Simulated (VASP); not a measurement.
Write the native input for VASP 6.6.1 that does the following.

- Task: single point
- Functional: PBEsol
- Potentials or basis: VASP PAW PBE potentials, release 64 (Ba_sv, Hf_pv, O)
- Cutoff: 520 eV
- k mesh: 6 × 6 × 6
- Occupations: fermi-dirac, width 0.05 eV
- Spin: no spin polarisation
- Dipole correction: no
- Further INCAR settings: ALGO = Normal; EDIFF = 1e-06; NBANDS = 27

The structure of BaHfO3 lies in POSCAR:

```
BaHfO3
1.0
    4.1575940000      0.0000000000      0.0000000000
    0.0000000000      4.1575940000      0.0000000000
    0.0000000000      0.0000000000      4.1575940000
Ba Hf O
1 1 3
Direct
    0.0000000000      0.0000000000      0.0000000000
    0.5000000000      0.5000000000      0.5000000000
    0.5000000000      0.5000000000      0.0000000000
    0.0000000000      0.5000000000      0.5000000000
    0.5000000000      0.0000000000      0.5000000000
```

These files were run (other wordings do the same):

INCAR

```
SYSTEM = BaHfO3
ALGO = Normal
EDIFF = 1E-6
ENCUT = 520
GGA = PS
ISIF = 2
ISMEAR = -1
LASPH = .TRUE.
LCHARG = .FALSE.
LREAL = .FALSE.
LWAVE = .FALSE.
NBANDS = 27
NELM = 80
PREC = Accurate
SIGMA = 0.05
```

KPOINTS

```
k-points
0
G
  6 6 6
  0 0 0
```

Potentials or basis: VASP PAW PBE potentials, release 64 (Ba_sv, Hf_pv, O).

The run is started by

```console
$ cat potpaw_PBE.64/Ba_sv/POTCAR potpaw_PBE.64/Hf_pv/POTCAR potpaw_PBE.64/O/POTCAR > POTCAR
$ mpirun -np 1 vasp_std > vasp.out
```

It gave:

The pressure is -0.4 GPa and the band gap on the k mesh is 3.50 eV, indirect (least direct gap 3.70 eV).

Caveat: the PAW data sets were made with another functional, which shifts forces and pressure a little; spin-orbit coupling is left out, which moves the levels of the heavy elements.

It took 18 s on 1 thread of Intel(R) Xeon(R) 6975P-C (Granite Rapids), with other jobs on the host, peak memory 0.19 GiB.
